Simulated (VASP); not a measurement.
# SnO2 (Cmmm) in VASP: single point with PBE

Aim: the single point of SnO2 with PBE.

All numbers are computed with VASP 6.6.1; they aren't measurements. Logs are shortened: lines on timing, memory, paths and dates and some standing lists are left out, and cuts for length are marked.

### 1 The cell of the first run

It takes space group Cmmm (No. 65, orthorhombic). The conventional cell has a = 6.725 Å, b = 6.930 Å, c = 3.238 Å, α = 90.00°, β = 90.00°, γ = 90.00°. Sn (site symmetry mmm) has 6 O at 2.08 to 2.12 Å within 2.7 Å. Within 2.7 Å of Sn (site symmetry mmm) lie 6 O at 2.06 to 2.10 Å. O (site symmetry m2m) has 3 Sn at 2.10 to 2.12 Å and 1 O at 2.68 Å within 2.8 Å. Within 2.7 Å of O (site symmetry 2mm) lie 3 Sn at 2.06 to 2.08 Å and 1 O at 2.60 Å.

### 2 Single point, PBE

Contents of INCAR:

```
SYSTEM = SnO2
PREC = Accurate
ENCUT = 520
EDIFF = 1E-7
ISMEAR = 0
SIGMA = 0.05
LREAL = .False.
LASPH = .True.
NELM = 80
ALGO = Normal
ISIF = 2
LWAVE = .False.
LCHARG = .True.
GGA = PE
LELF = .True.
LVHAR = .True.
NBANDS = 35
```

Contents of KPOINTS:

```
Automatic mesh
0
Gamma
  6 6 10
  0 0 0
```

Contents of POSCAR:

```
SnO2
1.0
    4.8275742947      0.0724136144      0.0000000000
    0.0724136144      4.8275742947      0.0000000000
    0.0000000000      0.0000000000      3.2381011166
Sn O
2 4
Direct
    0.0000000000      0.0000000000      0.0000000000
    0.5000000000      0.5000000000      0.5000000000
    0.3065775573      0.3065775573      0.0000000000
    0.8065775573      0.1934224427      0.5000000000
    0.1934224427      0.8065775573      0.5000000000
    0.6934224427      0.6934224427      0.0000000000
```

Potentials or basis: VASP PAW PBE potentials, release 64 (Sn_d, O).

Started as:

```
$ cat potpaw_PBE.64/Sn_d/POTCAR potpaw_PBE.64/O/POTCAR > POTCAR
$ mpirun -np 1 vasp_std > vasp.out
```

OUTCAR:

```text
SYSTEM = SnO2
   PREC = Accurate
   ENCUT = 520
   EDIFF = 1E-7
   ISMEAR = 0
   LREAL = .False.
   LASPH = .True.
   NELM = 80
   ISIF = 2
   GGA = PE

 ion  position               nearest neighbor table
   1  0.000  0.000  0.000-   4 2.08   5 2.08   4 2.08   5 2.08   3 2.12   6 2.12   2 3.73   2 3.73
                             2 3.73   2 3.73
   2  0.500  0.500  0.500-   4 2.06   5 2.06   3 2.10   6 2.10   3 2.10   6 2.10   1 3.73   1 3.73
                             1 3.73   1 3.73
   3  0.307  0.307  0.000-   2 2.10   2 2.10   1 2.12
   4  0.807  0.193  0.500-   2 2.06   1 2.08   1 2.08
   5  0.193  0.807  0.500-   2 2.06   1 2.08   1 2.08
   6  0.693  0.693  0.000-   2 2.10   2 2.10   1 2.12

  LATTYP: Found a base centered orthorhombic cell.
 ALAT       =     6.7248127253
 B/A-ratio  =     1.0304568528
 C/A-ratio  =     0.4815154338

  Lattice vectors:

 A1 = (  -0.0724136144,  -4.8275742947,   0.0000000000)
 A2 = (   4.8275742947,   0.0724136144,   0.0000000000)
 A3 = (   0.0000000000,   0.0000000000,   3.2381011166)

Analysis of symmetry for initial positions (statically):
=====================================================================
 Subroutine PRICEL returns:
 Original cell was already a primitive cell.

 Routine SETGRP: Setting up the symmetry group for a
 base centered orthorhombic supercell.

 Subroutine GETGRP returns: Found  8 space group operations
 (whereof  8 operations were pure point group operations)
 out of a pool of  8 trial point group operations.

The static configuration has the point symmetry D_2h.

Analysis of symmetry for dynamics (positions and initial velocities):
=====================================================================
 Subroutine PRICEL returns:
 Original cell was already a primitive cell.

 Routine SETGRP: Setting up the symmetry group for a
 base centered orthorhombic supercell.

 Subroutine GETGRP returns: Found  8 space group operations
 (whereof  8 operations were pure point group operations)
 out of a pool of  8 trial point group operations.

The dynamic configuration has the point symmetry D_2h.

 Subroutine INISYM returns: Found  8 space group operations
 (whereof  8 operations are pure point group operations),
 and found     1 'primitive' translations

----------------------------------------------------------------------------------------

                                     Primitive cell

  volume of cell :      75.4485

  direct lattice vectors                    reciprocal lattice vectors
     4.827574295  0.072413614  0.000000000     0.207189986 -0.003107850  0.000000000
     0.072413614  4.827574295  0.000000000    -0.003107850  0.207189986  0.000000000
     0.000000000  0.000000000  3.238101117     0.000000000  0.000000000  0.308822969

  length of vectors
     4.828117366  4.828117366  3.238101117     0.207213294  0.207213294  0.308822969

  position of ions in fractional coordinates (direct lattice)
     0.000000000  0.000000000  0.000000000
     0.500000000  0.500000000  0.500000000
     0.306577557  0.306577557  0.000000000
     0.806577557  0.193422443  0.500000000
     0.193422443  0.806577557  0.500000000
     0.693422443  0.693422443  0.000000000

  ion indices of the primitive-cell ions
   primitive index   ion index
                 1           1
                 2           2
                 3           3
                 4           4
                 5           5
                 6           6

----------------------------------------------------------------------------------------

 KPOINTS: Automatic mesh

Automatic generation of k-mesh.
 Grid dimensions read from file:
 generate k-points for:    6    6   10

 Generating k-lattice:

  Cartesian coordinates                     Fractional coordinates (reciprocal lattice)
     0.034531664 -0.000517975  0.000000000     0.166666667 -0.000000000  0.000000000
    -0.000517975  0.034531664  0.000000000    -0.000000000  0.166666667  0.000000000
     0.000000000  0.000000000  0.030882297     0.000000000  0.000000000  0.100000000

  Length of vectors
     0.034535549  0.034535549  0.030882297

  Shift w.r.t. Gamma in fractional coordinates (k-lattice)
     0.000000000  0.000000000  0.000000000

 Subroutine IBZKPT returns following result:
 ===========================================

 Found     78 irreducible k-points:

 Following reciprocal coordinates:
            Coordinates               Weight
  0.000000  0.000000  0.000000      1.000000
  0.166667  0.000000  0.000000      4.000000
  0.333333  0.000000  0.000000      4.000000
  0.500000 -0.000000  0.000000      2.000000
  0.166667  0.166667  0.000000      2.000000
  0.333333  0.166667  0.000000      4.000000
[... 16 lines left out ...]
  0.333333  0.333333  0.100000      4.000000
  0.500000  0.333333  0.100000      8.000000
 [... further k-points ...]
   k-points           NKPTS =     78   k-points in BZ     NKDIM =     78   number of bands    NBANDS=     35
   number of dos      NEDOS =    301   number of ions     NIONS =      6
   total plane-waves  NPLWV =  31104
   dimension x,y,z NGX =    36 NGY =   36 NGZ =   24
   dimension x,y,z NGXF=    72 NGYF=   72 NGZF=   48
   ions per type =               2   4
   NGX,Y,Z   is equivalent  to a cutoff of  12.40, 12.40, 12.32 a.u.
   NGXF,Y,Z  is equivalent  to a cutoff of  24.79, 24.79, 24.64 a.u.
 SYSTEM =  SnO2
   PREC   = accura    normal or accurate (medium, high low for compatibility)
   ISTART =      0    job   : 0-new  1-cont  2-samecut
   ICHARG =      2    charge: 1-file 2-atom 10-const
   ISPIN  =      1    spin polarized calculation?
   LNONCOLLINEAR =      F non collinear calculations
   LSORBIT =      F    spin-orbit coupling
   LASPH  =      T    aspherical Exc in radial PAW
   ENCUT  =  520.0 eV  38.22 Ry    6.18 a.u.   8.98  8.98  6.02*2*pi/ulx,y,z
   NELM   =     80;   NELMIN=  2; NELMDL= -5     # of ELM steps
   EDIFF  = 0.1E-06   stopping-criterion for ELM
   LREAL  =      F    real-space projection
   EDIFFG = 0.1E-05   stopping-criterion for IOM
   NSW    =      0    number of steps for IOM
   IBRION =     -1    ionic relax: 0-MD 1-quasi-New 2-CG
   NFREE  =      0    steps in history (QN), initial steepest desc. (CG)
   ISIF   =      2    stress and relaxation
   ISYM   =      2    0-nonsym 1-usesym 2-fastsym
   POTIM  = 0.5000    time-step for ionic-motion
   TEBEG  =    0.0;   TEEND  =   0.0 temperature during run
   PSTRESS=    0.0 pullay stress
   NELECT =      52.0000    total number of electrons
   NUPDOWN=      -1.0000    fix difference up-down
   EMIN   =  10.00;   EMAX   =-10.00  energy-range for DOS
   EFERMI =   0.00;   METHOD = LEGACY
   ISMEAR =     0;   SIGMA  =   0.05  broadening in eV -4-tet -1-fermi 0-gaus
   EFERMI_NEDOS =   21; number of points for ismear=-14 and -15
   IALGO  =     38    algorithm
   IMIX   =      4    mixing-type and parameters
     AMIX     =   0.40;   BMIX     =  1.00
     AMIX_MAG =   1.60;   BMIX_MAG =  1.00
  volume/ion in A,a.u.               =      12.57        84.86
  Fermi-wavevector in a.u.,A,eV,Ry     =   1.446080  2.732696 28.451799  2.091148
  Thomas-Fermi vector in A             =   2.564189
   LORBIT       =      0    0 simple, 1 ext, 2 COOP (PROOUT), +10 PAW based schemes
   GGA     = PE    functional components
   LHFCALC =     F    Hartree Fock is set to
   AEXX    =    0.0000 exact exchange contribution
   IVDW    =     0    specifies the selected vdW correction
   LEPSILON=     F    determine dielectric tensor
   LRPA    =     F    only Hartree local field effects (RPA)
 non-spin polarized calculation
 Gauss-broadening in eV      SIGMA  =   0.05
  energy-cutoff  :      520.00
  volume of cell :       75.45
 maximum number of plane-waves:      2064
   NGX = 17   NGY = 17   NGZ = 13

 number of electron      51.9999998 magnetization

 Free energy of the ion-electron system (eV)
  ---------------------------------------------------
  ext. energy  EPLUGINS =         0.00000000
  ---------------------------------------------------
  free energy    TOTEN  =       -37.27286321 eV

  energy without entropy =      -37.27286321  energy(sigma->0) =      -37.27286321

 E-fermi :   5.8145     XC(G=0): -10.9767

 val. band max:        5.5324927093   @ k =   0.0000   0.0000   0.0000
 cond. band min:       6.1999941321   @ k =   0.0000   0.0000   0.0000
 fundamental gap:      0.6675014229
 Fermi energy:         5.8144899336

 k-point     1 :       0.0000    0.0000    0.0000
  band No.  band energies     occupation
      1     -15.5312      2.00000
      2     -14.8442      2.00000
      3     -14.7021      2.00000
      4     -14.6619      2.00000
      5     -14.5730      2.00000
      6     -14.5459      2.00000
[... 27 lines left out ...]
     34      17.2716      0.00000
     35      17.8168      0.00000

 k-point     2 :       0.1667    0.0000    0.0000
  band No.  band energies     occupation
      1     -15.4934      2.00000
      2     -14.8837      2.00000
      3     -14.7009      2.00000
      4     -14.6741      2.00000
      5     -14.5705      2.00000
      6     -14.5519      2.00000
[... 27 lines left out ...]
     34      17.2047      0.00000
     35      17.7968      0.00000

 k-point     3 :       0.3333    0.0000    0.0000
  band No.  band energies     occupation
      1     -15.3864      2.00000
      2     -15.0138      2.00000
      3     -14.6984      2.00000
      4     -14.6931      2.00000
      5     -14.5710      2.00000
      6     -14.5653      2.00000
[... 27 lines left out ...]
     34      17.4432      0.00000
     35      17.7893      0.00000

 k-point     4 :       0.5000   -0.0000    0.0000
  band No.  band energies     occupation
      1     -15.2693      2.00000
      2     -15.1489      2.00000
      3     -14.6992      2.00000
      4     -14.6972      2.00000
      5     -14.5755      2.00000
      6     -14.5626      2.00000
[... 27 lines left out ...]
     34      17.6255      0.00000
     35      17.6263      0.00000

 k-point     5 :       0.1667    0.1667    0.0000
  band No.  band energies     occupation
      1     -15.4874      2.00000
      2     -14.9000      2.00000
      3     -14.7025      2.00000
      4     -14.6921      2.00000
      5     -14.5687      2.00000
      6     -14.5501      2.00000
[... 638 lines left out ...]
 k-point    22 :      -0.1667    0.1667    0.1000
  band No.  band energies     occupation
      1     -15.4015      2.00000
      2     -14.9545      2.00000
      3     -14.7590      2.00000
      4     -14.6577      2.00000
      5     -14.6151      2.00000
      6     -14.5657      2.00000
[... 27 lines left out ...]
     34      17.2428      0.00000
     35      17.7685      0.00000

 k-point    23 :       0.3333    0.3333    0.1000
  band No.  band energies     occupation
      1     -15.3684      2.00000
      2     -15.0441      2.00000
      3     -14.7907      2.00000
      4     -14.6981      2.00000
      5     -14.5997      2.00000
      6     -14.5604      2.00000
[... 27 lines left out ...]
     34      17.6795      0.00000
     35      17.7432      0.00000

 k-point    24 :       0.5000    0.3333    0.1000
  band No.  band energies     occupation
      1     -15.3141      2.00000
      2     -15.1307      2.00000
      3     -14.7854      2.00000
      4     -14.6848      2.00000
      5     -14.6104      2.00000
      6     -14.5587      2.00000
[... 27 lines left out ...]
     34      17.2853      0.00000
     35      17.7271      0.00000

 [... further k-points ...]

------------------------ aborting loop because EDIFF is reached ----------------------------------------

  FORCE on cell =-STRESS in cart. coord.  units (eV):
  Direction    XX          YY          ZZ          XY          YZ          ZX
  --------------------------------------------------------------------------------------
  -------------------------------------------------------------------------------------
  Total        0.3469355      0.3469355      0.4447758     -2.5451115      0.0000000      0.0000000
  in kB        7.3673068      7.3673068      9.4449822    -54.0464020      0.0000000      0.0000000
  external PRESSURE =       8.0598653 kB  Pullay stress =       0.0000000 kB

 VOLUME and BASIS-vectors are now :
 -----------------------------------------------------------------------------
  energy-cutoff  :      520.00
  volume of cell :       75.45
      direct lattice vectors                 reciprocal lattice vectors
     4.827574295  0.072413614  0.000000000     0.207189986 -0.003107850  0.000000000
     0.072413614  4.827574295  0.000000000    -0.003107850  0.207189986  0.000000000
     0.000000000  0.000000000  3.238101117     0.000000000  0.000000000  0.308822969

 POSITION                                       TOTAL-FORCE (eV/Angst)
 -----------------------------------------------------------------------------------
      0.00000      0.00000      0.00000         0.000000     -0.000000      0.000000
      2.44999      2.44999      1.61905         0.000000     -0.000000      0.000000
      1.50223      1.50223      0.00000        -0.046097     -0.046097     -0.000000
      3.90782      0.99217      1.61905         0.047459     -0.047459      0.000000
      0.99217      3.90782      1.61905        -0.047459      0.047459     -0.000000
      3.39776      3.39776      0.00000         0.046097      0.046097      0.000000
 -----------------------------------------------------------------------------------
    total drift:                                0.000000      0.000000      0.000000

  FREE ENERGIE OF THE ION-ELECTRON SYSTEM (eV)
  ---------------------------------------------------
  free  energy   TOTEN  =       -37.2728632133 eV

  energy  without entropy=      -37.2728632133  energy(sigma->0) =      -37.27286321
```

It took 2.4 min on 1 thread of Intel Xeon 6975P-C (Granite Rapids), shared host; peak memory 0.28 GiB.

Results:

```
Free energy            : -37.2729 eV
Pressure               : 0.8 GPa
Largest force          : 0.067 eV/Å
Band gap on the k mesh : 0.67 eV
```

Forces on the atoms (eV/Å):
```
Sn   0.000  0.000  0.000
Sn   0.000  0.000  0.000
O   -0.046 -0.046  0.000
O    0.047 -0.047  0.000
O   -0.047  0.047  0.000
O    0.046  0.046  0.000
```

Stress tensor (GPa, compression positive):
```
 0.74 -5.40  0.00
-5.40  0.74  0.00
 0.00  0.00  0.94
```

Caveat: spin-orbit coupling is left out, which moves the levels of the heavy elements.
